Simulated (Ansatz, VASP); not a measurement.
## Two plane-wave programs on CoSi

File INCAR:

```
SYSTEM = CoSi
PREC = Accurate
ENCUT = 520
EDIFF = 1E-6
ISMEAR = -1
SIGMA = 0.05
LREAL = .FALSE.
LASPH = .TRUE.
NELM = 150
ALGO = Normal
ISIF = 2
LWAVE = .FALSE.
LCHARG = .FALSE.
ISPIN = 2
MAGMOM = 4 4 4 4 0 0 0 0
LORBIT = 11
NUPDOWN = 16.0
LMAXMIX = 4
GGA = PS
NBANDS = 40
```

Contents of KPOINTS:

```
Automatic mesh
0
G
  5 5 5
  0 0 0
```

Contents of POSCAR:

```
CoSi
1.0
    4.4380000000      0.0000000000      0.0000000000
    0.0000000000      4.4380000000      0.0000000000
    0.0000000000      0.0000000000      4.4380000000
Co Si
4 4
Direct
    0.8600000000      0.6400000000      0.3600000000
    0.6400000000      0.3600000000      0.8600000000
    0.3600000000      0.8600000000      0.6400000000
    0.1400000000      0.1400000000      0.1400000000
    0.1570000000      0.3430000000      0.6570000000
    0.3430000000      0.6570000000      0.1570000000
    0.6570000000      0.1570000000      0.3430000000
    0.8430000000      0.8430000000      0.8430000000
```

The input input.yaml:

```yaml
crystal:
  lattice:
    - [4.438, 0.0, 0.0]
    - [0.0, 4.438, 0.0]
    - [0.0, 0.0, 4.438]
  atoms:
    - { symbol: Co, position: [0.86, 0.64, 0.36], spin: 4.0 }
    - { symbol: Co, position: [0.64, 0.36, 0.86], spin: 4.0 }
    - { symbol: Co, position: [0.36, 0.86, 0.64], spin: 4.0 }
    - { symbol: Co, position: [0.14, 0.14, 0.14], spin: 4.0 }
    - { symbol: Si, position: [0.157, 0.343, 0.657] }
    - { symbol: Si, position: [0.343, 0.657, 0.157] }
    - { symbol: Si, position: [0.657, 0.157, 0.343] }
    - { symbol: Si, position: [0.843, 0.843, 0.843] }
hamiltonian:
  xc: pbesol
  pseudopotentials: { kind: paw }
magnetization:
  spin_polarized: true
  initial_magnetization: 16.0
  spin_locking: { lock_magnetization: hard }
kpoints:
  mp_grid: { grid: [5, 5, 5] }
scf:
  occupations: { method: fermi_dirac, width: 0.05 }
  lower_state_search: "off"
output:
  forces: true
  stress: true
  eigenvalues: true
```

Alike in both runs: task single point; functional PBEsol; k mesh 5 × 5 × 5; occupations fermi-dirac, width 0.05 eV; collinear spin; fixed moment 16 μB.

```csv
,VASP,Ansatz
version,VASP 6.6.1,Ansatz 0.2.0
potentials or method,"VASP PAW PBE potentials, release 64 (Co, Si)",Ansatz PAW
plane-wave cutoff (eV),520,420
valence electrons in the cell,52,84
```

|  | VASP | Ansatz | Ansatz less VASP |
| --- | --- | --- | --- |
| rms of the force components (eV/Å) | 0.518 | 0.515 | -0.0028 |
| net moment per atom (μB) | 2.00 | 2.00 | 0.000 |
| size of the moment on the site where the two differ most (μB) | 2.89 | 2.72 | -0.165 |

VASP's potentials were made for PBE, not for PBEsol. Site moments also hang on the region over which each program counts them. Atom by atom the forces differ by 0.007 eV/Å (rms over components). With one functional, cell and mesh, what is left measures potentials, basis and numerics. VASP's potentials hold 52 valence electrons a cell and Ansatz's 84, so a difference there can come from the potentials and not from the codes.
